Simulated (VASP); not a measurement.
AlO2:

```
Al O
1.0
     2.85273    0.00000    0.00000
    -1.42637    2.47054    0.00000
     0.00000    0.00000    4.28834
Al O
1 2
Direct
  0.33333 0.66667 0.50000
  0.00000 0.00000 0.26072
  0.00000 0.00000 0.73928
```

| Item | Value |
| --- | --- |
| Program | VASP 6.6.1 |
| Task | relaxation of cell and atoms |
| Functional | PBE |
| Potentials or basis | VASP PAW PBE potentials, release 64 (Al, O) |
| Cutoff | 600 eV |
| k mesh | 18 × 18 × 12 |
| Occupations | gaussian, width 0.1 eV |
| Spin | no spin polarisation |

At the start: pressure -1.1 GPa; volume 10.07 Å³/atom.

Task: How do energy, volume and symmetry change on relaxing?

Result: Over 7 steps the energy falls by 3.2 meV/atom and the volume is 9.87 Å³/atom (-2.0 %); space group P-6m2 (No. 187, to 0.05 Å).

Step by step:
```tsv
step	energy change (eV)	largest force (eV/Å)	pressure (GPa)	volume (Å³)
1	0.0000	0.1317	-1.13	30.22
2	-0.0060	0.2309	-0.14	29.91
3	-0.0069	0.2835	0.56	29.73
4	-0.0094	0.0569	0.01	29.63
5	-0.0095	0.0148	-0.06	29.62
6	-0.0095	0.0201	-0.04	29.62
7	-0.0096	0.0064	-0.03	29.62
```

Final structure:
```xyz
3
Lattice="2.8515 0.0000 0.0000 -1.4257 2.4695 0.0000 0.0000 0.0000 4.2067" Properties=species:S:1:pos:R:3 pbc="T T T"
Al    0.0000    1.6463    2.1034
O    -1.4257    2.4695    1.0762
O     0.0000    0.0000    3.1306
```

Caveat: an odd number of electrons without spin polarisation forces a metal; a magnetic or distorted state may lie lower.
